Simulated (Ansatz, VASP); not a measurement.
One calculation of W, two programs

```
W
1.0
    -1.56897    1.56897    1.56897
     1.56897   -1.56897    1.56897
     1.56897    1.56897   -1.56897
W
1
Cartesian
  0.0000 0.0000 0.0000
```

Alike in both runs: task relaxation of cell and atoms; functional LDA; k mesh 18 × 18 × 18; occupations gaussian, width 0.1 eV; no spin polarisation.

|  | VASP | Ansatz |
| --- | --- | --- |
| version | VASP 6.6.1 | Ansatz 0.2.0 |
| potentials or method | VASP PAW LDA potentials, release 64 (W_sv), cutoff 600 eV | scalar-relativistic, plane waves, PAW |
| valence electrons in the cell | 14 | 14 |

|  | VASP | Ansatz | Ansatz less VASP |
| --- | --- | --- | --- |
| gap on the k mesh at the Fermi level, each at its own relaxed structure (eV) | none | none | - |
| relaxed volume (Å³/atom) | 15.51 | 15.42 | -0.086 |
| relaxed length of the cell vector where the two differ most in proportion (Å) | 2.721 | 2.716 | -0.0050 |

Ansatz warns that its potentials were made for another functional, while VASP's fit it. LDA's correlation is that of Perdew and Zunger in VASP and of Perdew and Wang (1992) in Ansatz. A gap of «none» marks a metal or a gap that the smearing closes.

Neither program's run includes spin-orbit coupling.
